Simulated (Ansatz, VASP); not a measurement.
## One calculation of Cs, two programs

```xyz
2
Lattice="0.0000 5.2619 5.2619 5.2619 0.0000 5.2619 5.2619 5.2619 0.0000" Properties=species:S:1:pos:R:3 pbc="T T T"
Cs   -1.3155   -1.3155   -1.3155
Cs    1.3155    1.3155    1.3155
```

Alike in both runs: task relaxation of cell and atoms; functional PBE; k mesh 6 × 6 × 6; occupations fermi-dirac, width 0.08 eV; no spin polarisation.

```csv
,VASP,Ansatz
version,VASP 6.6.1,Ansatz 0.2.0
potentials or method,"VASP PAW PBE potentials, release 64 (Cs_sv)","PAW with Ansatz's default frozen-core files, scalar-relativistic"
plane-wave cutoff (eV),600,420
valence electrons in the cell,18,18
```

|  | VASP | Ansatz | Ansatz less VASP |
| --- | --- | --- | --- |
| relaxed volume (Å³/atom) | 187.98 | 186.64 | -1.339 |
| relaxed length of the cell vector where the two differ most in proportion (Å) | 8.101 | 8.082 | -0.0193 |

Neither program's run includes spin-orbit coupling. Noted on VASP's run: the volume moved by over 15 % at a fixed basis, so the end points are rough.
